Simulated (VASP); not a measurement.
Set up this calculation in VASP 6.6.1, as the native input.

```yaml
Task: single point
Functional: LDA
Potentials_or_basis: VASP PAW LDA potentials, release 64 (Hf_pv)
Cutoff: 520 eV
k_mesh: 18 × 18 × 18
Occupations: gaussian, width 0.15 eV
Spin: no spin polarisation
Dipole_correction: no
Further_INCAR_settings: ALGO = Fast; EDIFF = 1e-06; NBANDS = 11
```

The structure of Hf lies in POSCAR:

```
Hf
1.0
    0.0000000000      2.1036465092      2.5069362545
    1.9292509437      0.0000000000      2.5069362545
    1.9292509437      2.1036465092      0.0000000000
Hf
1
Direct
    0.0000000000      0.0000000000      0.0000000000
```

This cell differs from its parent crystal: strain +e along x and -e along y -0.0400, strain +e along z and -e/2 along x and y +0.1500.

These files were run (other wordings do the same):

INCAR

```
PREC = Accurate ; ENCUT = 520
EDIFF = 1E-6 ; ISMEAR = 0
SIGMA = 0.15 ; LREAL = False
LASPH = True ; NELM = 80
ALGO = Fast ; ISIF = 2
LWAVE = False ; LCHARG = False
GGA = CA ; NBANDS = 11
```

KPOINTS

```
regular mesh
0
Gamma
  18 18 18
```

Potentials or basis: VASP PAW LDA potentials, release 64 (Hf_pv).

Run with:

```bash
$ cat potpaw_LDA.64/Hf_pv/POTCAR > POTCAR
$ mpirun -np 1 vasp_std > vasp.out
```

It gave:

```json
{
 "Pressure": "1.3 GPa",
 "Band gap on the k mesh": "zero (band 5 reaches 6.21 eV, above the bottom of band 6 at 4.49 eV)"
}
```

Caveat: the cell differs from its parent crystal (strain +e along x and -e along y -0.0400, strain +e along z and -e/2 along x and y +0.1500); spin-orbit coupling is left out, which moves the levels of the heavy elements.

It took 100 s on 1 thread of Intel(R) Xeon(R) Platinum 8375C CPU @ 2.90GHz (Ice Lake), on a shared host, peak memory 0.29 GiB.
